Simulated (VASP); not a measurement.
Wanted: the native input for a VASP 6.6.1 run.

- Task: single point
- Functional: r2SCAN
- Potentials or basis: VASP PAW PBE potentials, release 64 (Mo_sv, Se)
- Cutoff: 520 eV
- k mesh: 12 × 12 × 12
- Occupations: gaussian, width 0.05 eV
- Spin: no spin polarisation
- Dipole correction: no
- Further INCAR settings: ALGO = Normal; EDIFF = 1e-06; NBANDS = 17

Crystal: MoSe.

```xyz
2
Lattice="3.5002 0.0000 0.0000 0.0000 3.5002 0.0000 0.0000 0.0000 3.5002" Properties=species:S:1:pos:R:3 pbc="T T T"
Mo    0.0000    0.0000    0.0000
Se    1.7501    1.7501    1.7501
```

The input as run:

POSCAR

```
MoSe
1.0
    3.5002295900      0.0000000000      0.0000000000
    0.0000000000      3.5002295900      0.0000000000
    0.0000000000      0.0000000000      3.5002295900
Mo Se
1 1
Direct
    0.0000000000      0.0000000000      0.0000000000
    0.5000000000      0.5000000000      0.5000000000
```

INCAR.step1

```
SYSTEM = MoSe
PREC = Accurate ; ENCUT = 520
ISMEAR = 0 ; SIGMA = 0.05
LREAL = .False. ; LASPH = .True.
NELM = 60 ; NBANDS = 17
GGA = PE ; ALGO = Normal
EDIFF = 1E-4 ; LWAVE = .True.
LCHARG = .False.
```

INCAR.step2

```
SYSTEM = MoSe
PREC = Accurate ; ENCUT = 520
EDIFF = 1E-6 ; ISMEAR = 0
SIGMA = 0.05 ; LREAL = .False.
LASPH = .True. ; NELM = 60
ALGO = Normal ; ISIF = 2
LWAVE = .False. ; LCHARG = .False.
METAGGA = R2SCAN ; LMIXTAU = .True.
NBANDS = 17 ; ISTART = 1
```

KPOINTS

```
regular mesh
0
Gamma
  12 12 12
  0 0 0
```

Potentials or basis: VASP PAW PBE potentials, release 64 (Mo_sv, Se).

Launch:

```bash
$ cat potpaw_PBE.64/Mo_sv/POTCAR potpaw_PBE.64/Se/POTCAR > POTCAR
$ cp INCAR.step1 INCAR
$ mpirun -np 1 vasp_std > vasp.out
$ cp INCAR.step2 INCAR
$ mpirun -np 1 vasp_std > vasp.out
```

It gave:

| Quantity | Value |
| --- | --- |
| Pressure | -28.2 GPa |
| Band gap on the k mesh | zero (bands 10 and 11 overlap by 1.77 eV) |

Caveat: the cell stands under tension; the PAW data sets were made with another functional, which shifts forces and pressure a little.

Run time: 3.4 min on 1 thread of Intel(R) Xeon(R) Platinum 8259CL CPU @ 2.50GHz (Skylake/Cascade Lake), with other jobs on the host, peak memory 0.21 GiB.
